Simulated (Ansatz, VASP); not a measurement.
## Si2W3 in VASP and in Ansatz

File INCAR:

```
PREC     = Accurate       # precision mode
ENCUT    = 520            # plane-wave cutoff, eV
EDIFF    = 1E-6           # SCF threshold, eV
ISMEAR   = 0              # smearing method
SIGMA    = 0.15           # smearing width, eV
LREAL    = False          # projectors in reciprocal space
LASPH    = True           # aspherical terms in the spheres
NELM     = 60             # most SCF steps
ALGO     = Fast           # electronic algorithm
ISIF     = 2              # what is computed and relaxed
LWAVE    = False          # write WAVECAR
LCHARG   = True           # write CHGCAR
GGA      = PS             # functional
LELF     = True           # ELF
LVHAR    = True         
NBANDS   = 61             # bands
```

The input KPOINTS:

```
regular mesh
0
Gamma
  6 6 12
```

Contents of POSCAR:

```
Si2W3
1.0
    6.5824376030      0.0000000000      0.0000000000
    0.0000000000      6.5824376030      0.0000000000
    0.0000000000      0.0000000000      3.2749106436
Si W
4 6
Direct
    0.1369216936      0.6312349284      0.0000000000
    0.8630783064      0.3687650716      0.0000000000
    0.6312349284      0.8630783064      0.0000000000
    0.3687650716      0.1369216936      0.0000000000
    0.5000000000      0.5000000000      0.0000000000
    0.0000000000      0.0000000000      0.0000000000
    0.6652288139      0.1544864897      0.5000000000
    0.3347711861      0.8455135103      0.5000000000
    0.1544864897      0.3347711861      0.5000000000
    0.8455135103      0.6652288139      0.5000000000
```

Input for Ansatz:

```yaml
crystal:
  lattice:
    - [6.582437603, 0.0, 0.0]
    - [0.0, 6.582437603, 0.0]
    - [0.0, 0.0, 3.2749106436]
  atoms:
    - { symbol: Si, position: [0.1369216936, 0.6312349284, 0.0] }
    - { symbol: Si, position: [0.8630783064, 0.3687650716, 0.0] }
    - { symbol: Si, position: [0.6312349284, 0.8630783064, 0.0] }
    - { symbol: Si, position: [0.3687650716, 0.1369216936, 0.0] }
    - { symbol: W, position: [0.5, 0.5, 0.0] }
    - { symbol: W, position: [0.0, 0.0, 0.0] }
    - { symbol: W, position: [0.6652288139, 0.1544864897, 0.5] }
    - { symbol: W, position: [0.3347711861, 0.8455135103, 0.5] }
    - { symbol: W, position: [0.1544864897, 0.3347711861, 0.5] }
    - { symbol: W, position: [0.8455135103, 0.6652288139, 0.5] }
basis:
  ecutwfc: 420
kpoints:
  mp_grid: { grid: [6, 6, 12] }
hamiltonian:
  xc: pbesol
scf:
  occupations: { method: gaussian, width: 0.15 }
output:
  forces: true
  stress: true
  eigenvalues: true
  write_density: true
  write_potential: true
  elf: true
  volumetric_format: npy
```

Change from the starting cell: mode 4 (35.5 1/cm) frozen in, largest displacement +0.050 Å.

Alike in both runs: task single point; functional PBEsol; k mesh 6 × 6 × 12; occupations gaussian, width 0.15 eV; no spin polarisation.

|  | VASP | Ansatz |
| --- | --- | --- |
| version | VASP 6.6.1 | Ansatz 0.2.0 |
| potentials or method | VASP PAW PBE potentials, release 64 (Si, W_sv), cutoff 520 eV | scalar-relativistic, plane waves, PAW |
| valence electrons in the cell | 100 | 100 |

|  | VASP | Ansatz | Ansatz less VASP |
| --- | --- | --- | --- |
| gap on the k mesh at the Fermi level (eV) | none | none | - |
| pressure (GPa) | 0.6 | 0.1 | -0.43 |
| traceless stress, the component that is largest in VASP (GPa) | -0.14 | -0.15 | -0.013 |
| rms of the force components (eV/Å) | 0.020 | 0.021 | +0.0010 |

VASP's potentials were made for PBE, not for PBEsol. Atom by atom the forces differ by 0.003 eV/Å (rms over components). A gap of «none» marks a metal or a gap that the smearing closes.

Neither program's run includes spin-orbit coupling.
